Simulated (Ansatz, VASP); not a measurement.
Li: VASP beside Ansatz

```
Li
1.0
     3.05458    0.00000    0.00000
    -1.52729    2.64534    0.00000
     0.00000    0.00000   22.50140
Li
2
Direct
  0.83333 0.16667 0.44442
  0.16667 0.83333 0.55558
```

Alike in both runs: task single point; functional PBE; k mesh 15 × 15 × 1; occupations fermi-dirac, width 0.05 eV; no spin polarisation.

```csv
,VASP,Ansatz
version,VASP 6.6.1,Ansatz 0.2.0
potentials or method,"VASP PAW PBE potentials, release 64 (Li_sv), cutoff 520 eV","all-electron LAPW, scalar-relativistic"
```

|  | VASP | Ansatz | Ansatz less VASP |
| --- | --- | --- | --- |
| rms of the force components (eV/Å) | 0.075 | 0.075 | +0.0003 |

Atom by atom the forces differ by 0.000 eV/Å (rms over components). Ansatz ran all-electron here, and VASP with PAW potentials.

Noted on VASP's run: the cutoff is under 1.25 times that of the potentials, so the pressure is a little rough.
